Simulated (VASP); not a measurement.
# CuO (C2/c) in VASP: notebook, part 2 of 2

VASP 6.6.1. The steps go on from the part before.

### Step 3. Single point, PBE

INCAR reads:

```
  PREC = Accurate
  ENCUT = 820
  EDIFF = 1E-6
  ISMEAR = 0
  SIGMA = 0.025
  LREAL = False
  LASPH = True
  NELM = 120
  ALGO = Normal
  ISIF = 2
  LWAVE = False
  LCHARG = True
  GGA = PE
  LELF = True
  LVHAR = True
  NBANDS = 33
  GGA_COMPAT = False
```

KPOINTS reads:

```
Automatic mesh
0
Gamma
  10 10 5
```

POSCAR reads:

```
CuO
1.0
    2.3418500000     -1.7113000000      0.0000000000
    2.3418500000      1.7113000000      0.0000000000
   -0.8500274268      0.0000000000      5.0578693947
Cu O
2 2
Direct
    0.5000000000      0.0000000000      0.5000000000
    0.0000000000      0.5000000000      0.0000000000
    0.4184000000      0.5816000000      0.7500000000
    0.5816000000      0.4184000000      0.2500000000
```

Potentials or basis: VASP PAW PBE potentials, release 64 (Cu_sv_GW, O).

Run with:

```sh
> cat potpaw_PBE.64/Cu_sv_GW/POTCAR potpaw_PBE.64/O/POTCAR > POTCAR
> mpirun -np 1 vasp_std > vasp.out
```

Run time: 5.1 min. Hardware: 1 thread of Intel Xeon Platinum 8488C (Sapphire Rapids), shared host; peak memory 0.45 GiB.

Results (log left out):

```
Free energy            : -19.6892 eV
Pressure               : 4.8 GPa
Largest force          : 0.254 eV/Å
Band gap on the k mesh : zero (bands 25 and 26 overlap by 0.60 eV)
```

Forces on the atoms (eV/Å):
```
Cu   0.000  0.000  0.000
Cu   0.000  0.000  0.000
O    0.000 -0.254  0.000
O    0.000  0.254  0.000
```

Stress tensor (GPa, compression positive):
```
 4.61  0.00 -1.26
 0.00  5.98  0.00
-1.26  0.00  3.87
```

Levels at points of the mesh, in eV from the Fermi level:
```tsv
k point	band 21	band 22	band 23	band 24	band 25	band 26	band 27	band 28	band 29	band 30
(0.00, 0.00, 0.00)	-2.39	-2.22	-2.16	-1.66	0.21	0.95	1.69	5.99	8.12	13.33
(0.50, 0.00, 0.00)	-2.05	-1.60	-1.52	-1.41	0.01	0.26	4.82	6.26	6.92	11.08
(0.50, 0.50, 0.00)	-2.14	-2.12	-1.65	-1.22	-0.66	1.07	3.30	7.05	8.46	9.99
```

Caveat: the cell stands under pressure; semilocal functionals often make such compounds metallic where correlation or magnetic order opens a gap, which also shifts bond lengths. With open d or f shells a metallic result of PBE can be an artefact of self-interaction; +U or a hybrid may open a gap.

### Step 4. Single point, PBE

INCAR reads:

```
SYSTEM = CuO
PREC = Accurate
ENCUT = 820
EDIFF = 1E-6
ISMEAR = 0
SIGMA = 0.018000000000000002
LREAL = .FALSE.
LASPH = .TRUE.
NELM = 120
ALGO = Normal
ISIF = 2
LWAVE = .FALSE.
LCHARG = .TRUE.
GGA = PE
LELF = .TRUE.
LVHAR = .TRUE.
NBANDS = 33
GGA_COMPAT = .FALSE.
```

KPOINTS reads:

```
Automatic mesh
0
G
  10 10 5
  0 0 0
```

POSCAR is that of step 3.

Run with:

```sh
> cat potpaw_PBE.64/Cu_sv_GW/POTCAR potpaw_PBE.64/O/POTCAR > POTCAR
> mpirun -np 1 vasp_std > vasp.out
```

Run time: 4.3 min. Hardware: 1 thread of Intel Xeon Platinum 8488C (Sapphire Rapids), shared host; peak memory 0.46 GiB.

It converged, with:

- Free energy: -19.6890 eV
- Pressure: 4.8 GPa
- Largest force: 0.254 eV/Å
- Band gap on the k mesh: zero (bands 25 and 26 overlap by 0.60 eV)

Forces in eV/Å, atoms in the order of the input:
```
Cu   0.000  0.000  0.000
Cu   0.000  0.000  0.000
O    0.000 -0.254  0.000
O    0.000  0.254  0.000
```

Stress tensor (GPa, compression positive):
```
 4.62  0.00 -1.27
 0.00  5.98  0.00
-1.27  0.00  3.87
```

Levels at points of the mesh, in eV from the Fermi level:
```
           k point  band 23  band 24  band 25  band 26  band 27  band 28
(0.00, 0.00, 0.00)    -2.16    -1.66     0.21     0.95     1.69     5.99
(0.50, 0.00, 0.00)    -1.52    -1.41     0.01     0.26     4.82     6.26
(0.50, 0.50, 0.00)    -1.65    -1.22    -0.66     1.07     3.30     7.05
```

Caveat: the cell stands under pressure; semilocal functionals often make such compounds metallic where correlation or magnetic order opens a gap, which also shifts bond lengths.

### Step 5. Single point, PBE

INCAR reads:

```
PREC = Accurate
ENCUT = 820
EDIFF = 1E-6
ISMEAR = 0
SIGMA = 0.015
LREAL = False
LASPH = True
NELM = 120
ALGO = Normal
ISIF = 2
LWAVE = False
LCHARG = True
GGA = PE
LELF = True
LVHAR = True
NBANDS = 33
GGA_COMPAT = False
```

KPOINTS reads:

```
regular mesh
0
Gamma
  10 10 5
```

POSCAR is that of step 4.

Potentials or basis: VASP PAW PBE potentials, release 64 (Cu_sv_GW, O).

Run with:

```sh
> cat potpaw_PBE.64/Cu_sv_GW/POTCAR potpaw_PBE.64/O/POTCAR > POTCAR
> mpirun -np 1 vasp_std > vasp.out
```

OUTCAR:

```text
PREC = Accurate
   ENCUT = 820
   EDIFF = 1E-6
   ISMEAR = 0
   LREAL = False
   LASPH = True
   NELM = 120
   ISIF = 2
   GGA = PE

 ion  position               nearest neighbor table
   1  0.500  0.000  0.500-   3 1.95   4 1.95   4 1.96   3 1.96
   2  0.000  0.500  0.000-   4 1.95   3 1.95   4 1.96   3 1.96
   3  0.418  0.582  0.750-   2 1.95   1 1.95   2 1.96   1 1.96
   4  0.582  0.418  0.250-   1 1.95   2 1.95   2 1.96   1 1.96

  LATTYP: Found a base centered monoclinic cell.
[... 1066 lines left out ...]
  FORCE on cell =-STRESS in cart. coord.  units (eV):
  Direction    XX          YY          ZZ          XY          YZ          ZX
  --------------------------------------------------------------------------------------
  -------------------------------------------------------------------------------------
  Total        1.1717004      1.5126859      0.9785723      0.0000000      0.0000000     -0.3229187
  in kB       46.3067523     59.7828348     38.6741398      0.0000000      0.0000000    -12.7620640
  external PRESSURE =      48.2545756 kB  Pullay stress =       0.0000000 kB

 VOLUME and BASIS-vectors are now :
 -----------------------------------------------------------------------------
  energy-cutoff  :      820.00
  volume of cell :       40.54
      direct lattice vectors                 reciprocal lattice vectors
     2.341850000 -1.711300000  0.000000000     0.213506416 -0.292175539  0.035881968
     2.341850000  1.711300000  0.000000000     0.213506416  0.292175539  0.035881968
    -0.850027427  0.000000000  5.057869395     0.000000000  0.000000000  0.197711709

 POSITION                                       TOTAL-FORCE (eV/Angst)
 -----------------------------------------------------------------------------------
      0.74591     -0.85565      2.52893         0.000000      0.000000      0.000000
      1.17092      0.85565      0.00000         0.000000      0.000000      0.000000
      1.70433      0.27928      3.79340        -0.000000     -0.254361     -0.000000
      2.12934     -0.27928      1.26447         0.000000      0.254361      0.000000
 -----------------------------------------------------------------------------------
    total drift:                                0.000000      0.000000      0.000000

  FREE ENERGIE OF THE ION-ELECTRON SYSTEM (eV)
  ---------------------------------------------------
  free  energy   TOTEN  =       -19.6889849291 eV

  energy  without entropy=      -19.6887113790  energy(sigma->0) =      -19.68884815
```

OSZICAR:

```text
N       E                     dE             d eps       ncg     rms          rms(c)
DAV:   1     0.107128654286E+04    0.10713E+04   -0.40356E+04 14506   0.597E+03
DAV:   2     0.869207703861E+02   -0.98437E+03   -0.94687E+03 15558   0.139E+03
DAV:   3    -0.209414046713E+02   -0.10786E+03   -0.10544E+03 17922   0.511E+02
DAV:   4    -0.255490100801E+02   -0.46076E+01   -0.45805E+01 15203   0.123E+02
DAV:   5    -0.257280641848E+02   -0.17905E+00   -0.17888E+00 16140   0.213E+01    0.174E+01
DAV:   6    -0.240226280485E+02    0.17054E+01   -0.45196E+01 16340   0.338E+02    0.162E+01
DAV:   7    -0.196362776532E+02    0.43864E+01   -0.15379E+01 15076   0.286E+02    0.380E+00
DAV:   8    -0.197073573876E+02   -0.71080E-01   -0.14089E+00 15380   0.140E+01    0.199E+00
DAV:   9    -0.196921737403E+02    0.15184E-01   -0.57893E-02 17732   0.126E+01    0.560E-01
DAV:  10    -0.196888166291E+02    0.33571E-02   -0.94481E-03 16900   0.595E+00    0.129E-01
DAV:  11    -0.196890401470E+02   -0.22352E-03   -0.12647E-03 15764   0.452E-01    0.684E-02
DAV:  12    -0.196889846532E+02    0.55494E-04   -0.24433E-04 16868   0.402E-01    0.132E-02
DAV:  13    -0.196889841630E+02    0.49020E-06   -0.21976E-05 15252   0.164E-01    0.690E-03
DAV:  14    -0.196889849291E+02   -0.76611E-06   -0.10911E-06  7692   0.814E-02
   1 F= -.19688985E+02 E0= -.19688848E+02  d E =-.273550E-03
```

Wall time 4.5 min (1 thread of Intel Xeon Platinum 8559C (Emerald Rapids), shared host); peak memory 0.46 GiB.

Results:

- Free energy: -19.6890 eV
- Pressure: 4.8 GPa
- Largest force: 0.254 eV/Å
- Band gap on the k mesh: zero (bands 25 and 26 overlap by 0.60 eV)

Forces in eV/Å, atoms in the order of the input:
```
Cu   0.000  0.000  0.000
Cu   0.000  0.000  0.000
O    0.000 -0.254  0.000
O    0.000  0.254  0.000
```

Caveat: the cell stands under pressure; semilocal functionals often make such compounds metallic where correlation or magnetic order opens a gap, which also shifts bond lengths. With open d or f shells a metallic result of PBE can be an artefact of self-interaction; +U or a hybrid may open a gap.

### Step 6. Summary

```tsv
smearing	gap on the mesh (eV)	pressure (GPa)	largest force (eV/Å)
gaussian 0.013 eV	none	4.8	0.25
gaussian 0.025 eV	none	4.8	0.25
gaussian 0.018 eV	none	4.8	0.25
gaussian 0.015 eV	none	4.8	0.25
```

Alike in all rows: task single point; level PBE; potentials or basis VASP PAW PBE potentials, release 64 (Cu_sv_GW, O); no spin polarisation; cell as given; k mesh 10 × 10 × 5; cutoff (eV) 820.

Caveats: the cell stands under pressure; semilocal functionals often make such compounds metallic where correlation or magnetic order opens a gap, which also shifts bond lengths.

Absolute energies hang on the potentials; compare differences alone.
